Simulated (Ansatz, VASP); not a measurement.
## Two plane-wave programs on Zr2SeS2

The input INCAR:

```
PREC = Accurate
ENCUT = 600
EDIFF = 1E-6
ISMEAR = 0
SIGMA = 0.1
LREAL = False
LASPH = True
NELM = 100
ALGO = Normal
ISIF = 3
LWAVE = False
LCHARG = False
GGA = PE
IBRION = 2
NSW = 90
EDIFFG = -0.04
```

The input KPOINTS:

```
regular mesh
0
Gamma
  6 6 6
```

POSCAR

```
Zr2SeS2
1.0
    4.9702430300      0.0000000000      0.0000000000
   -2.4851215100      4.3043567300      0.0000000000
    0.0000000000      0.0000000000      3.4608553100
Zr Se S
2 1 2
Direct
    0.3333333300      0.6666666700      0.5000000000
    0.6666666700      0.3333333300      0.5000000000
    0.0000000000      0.0000000000      0.0000000000
    0.3333333300      0.6666666700      0.0000000000
    0.6666666700      0.3333333300      0.0000000000
```

Input for Ansatz:

```yaml
crystal:
  lattice:
    - [4.97024303, 0.0, 0.0]
    - [-2.48512151, 4.30435673, 0.0]
    - [0.0, 0.0, 3.46085531]
  atoms:
    - { symbol: Zr, position: [0.33333333, 0.66666667, 0.5] }
    - { symbol: Zr, position: [0.66666667, 0.33333333, 0.5] }
    - { symbol: Se, position: [0.0, 0.0, 0.0] }
    - { symbol: S, position: [0.33333333, 0.66666667, 0.0] }
    - { symbol: S, position: [0.66666667, 0.33333333, 0.0] }
basis:
  ecutwfc: 420
kpoints:
  mp_grid: { grid: [6, 6, 6] }
hamiltonian:
  xc: pbe
scf:
  occupations: { method: gaussian, width: 0.1 }
  lower_state_search: "off"
output:
  forces: true
  stress: true
  eigenvalues: true
relax:
  adjacent_minimum: "off"
  f_tol: 0.04
  max_steps: 70
  cell: { stress_tol: 0.4 }
```

Alike in both runs: task relaxation of cell and atoms; functional PBE; k mesh 6 × 6 × 6; occupations gaussian, width 0.1 eV; no spin polarisation.

|  | VASP | Ansatz |
| --- | --- | --- |
| version | VASP 6.6.1 | Ansatz 0.2.0 |
| potentials or method | VASP PAW PBE potentials, release 64 (Zr_sv, Se, S), cutoff 600 eV | scalar-relativistic, plane waves, PAW |
| valence electrons in the cell | 42 | 52 |

Ansatz gave:

- gap on the k mesh at the Fermi level, each at its own relaxed structure (eV): none
- relaxed volume (Å³/atom): 25.60
- relaxed cell length with the largest relative difference (Å): 4.849

Task: Which values does VASP return?

Result: gap on the k mesh at the Fermi level, each at its own relaxed structure (eV): none; relaxed volume (Å³/atom): 25.60; relaxed cell length with the largest relative difference (Å): 4.846.

A gap of «none» marks a metal or a gap that the smearing closes. VASP's potentials hold 42 valence electrons a cell and Ansatz's 52, so a difference there can come from the potentials and not from the codes.

Noted on VASP's run: the volume moved by over 15 % at a fixed basis, so the end points are rough.
